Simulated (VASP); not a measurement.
## Ni: single point with r2SCAN

The system is Ni.

```
Ni
1.0
     0.00000    1.76037    1.76037
     1.76037    0.00000    1.76037
     1.76037    1.76037    0.00000
Ni
1
Direct
  0.00000 0.00000 0.00000
```

```json
{"Program": "VASP 6.6.1", "Task": "single point", "Functional": "r2SCAN", "Potentials or basis": "VASP PAW PBE potentials, release 64 (Ni)", "Cutoff": "520 eV", "k mesh": "14 × 14 × 14", "Occupations": "fermi-dirac, width 0.1 eV", "Spin": "collinear spin, ferromagnetic start", "Starting moments": "[0.79] μB", "Fixed moment": "0.79 μB", "Dipole correction": "no", "Further INCAR settings": "ALGO = Normal; EDIFF = 1e-07; NBANDS = 15"}
```

| Property | Result |
| --- | --- |
| Pressure | -6.2 GPa |
| Net moment | 0.79 μB per cell |
| Site moments | Ni +0.81 μB |
| Valence electrons inside the program's atomic spheres | Ni 9.34 |

Wall time 74 s on 1 thread of Intel(R) Xeon(R) 6975P-C (Granite Rapids) (shared host), peak memory 0.15 GiB.

Caveat: the cell stands under tension; the PAW data sets were made with another functional, which shifts forces and pressure a little; the total moment is fixed, so each spin has its own Fermi level and the state may be an excited one.
